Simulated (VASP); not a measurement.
TeAs, 2 atoms in the cell. Symmetry: Fm-3m, No. 225, cubic system. Conventional cell: a = 5.961 Å, b = 5.961 Å, c = 5.961 Å, α = 90.00°, β = 90.00°, γ = 90.00°. Te (site symmetry m-3m) has 6 As at 2.98 Å within 3.9 Å. As (site symmetry m-3m) has 6 Te at 2.98 Å within 3.9 Å.  This cell differs from its parent crystal: volume scaled by 1.10.

```yaml
Program: VASP 6.6.1
Task: single point
Functional: PBEsol
Dispersion: D3(BJ)
Potentials_or_basis: VASP PAW PBE potentials, release 64 (Te, As)
Cutoff: 520 eV
k_mesh: 12 × 12 × 12
Occupations: gaussian, width 0.1 eV
Spin: no spin polarisation
Dipole_correction: no
Further_INCAR_settings: ALGO = Normal; EDIFF = 1e-06; NBANDS = 12
```

Potentials or basis: VASP PAW PBE potentials, release 64 (Te, As).

The run is started by

```sh
$ cat potpaw_PBE.64/Te/POTCAR potpaw_PBE.64/As/POTCAR > POTCAR
$ mpirun -np 1 vasp_std > vasp.out
```

Hardware: 1 thread of Intel(R) Xeon(R) 6975P-C (Granite Rapids), on a shared host.

Estimate the wall time of this run.

Run time: 12 s on 1 thread of Intel(R) Xeon(R) 6975P-C (Granite Rapids), with other jobs on the host, peak memory 0.21 GiB. Counts: scf iterations 11, k points 72.
